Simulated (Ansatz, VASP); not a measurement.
B: VASP beside Ansatz

```xyz
1
Lattice="14.0000 0.0000 0.0000 0.0000 14.4000 0.0000 0.0000 0.0000 14.8000" Properties=species:S:1:pos:R:3 pbc="T T T"
B     7.0000    7.2000    7.4000
```

Alike in both runs: task single point; functional RPBE; k mesh 1 × 1 × 1; occupations fermi-dirac, width 0.01 eV; collinear spin.

```csv
,VASP,Ansatz
version,VASP 6.6.1,Ansatz 0.2.0
potentials or method,"VASP PAW PBE potentials, release 64 (B), cutoff 520 eV","plane waves (420 eV) with PAW, scalar-relativistic"
valence electrons in the cell,3,3
```

VASP gave:

* gap on the k mesh at the Fermi level (eV): 4.75
* net moment per atom (μB): 1.00
* size of the moment on the site where the two differ most (μB): 0.42

Which values does Ansatz return?

gap on the k mesh at the Fermi level (eV): 0.62; net moment per atom (μB): 1.00; size of the moment on the site where the two differ most (μB): 1.00.

VASP's potentials were made for PBE, not for RPBE. Site moments also hang on the region over which each program counts them. Ansatz's warnings: magnetization residual over threshold, negative dielectric reading, stability check not made, xc potential rough in thin density.
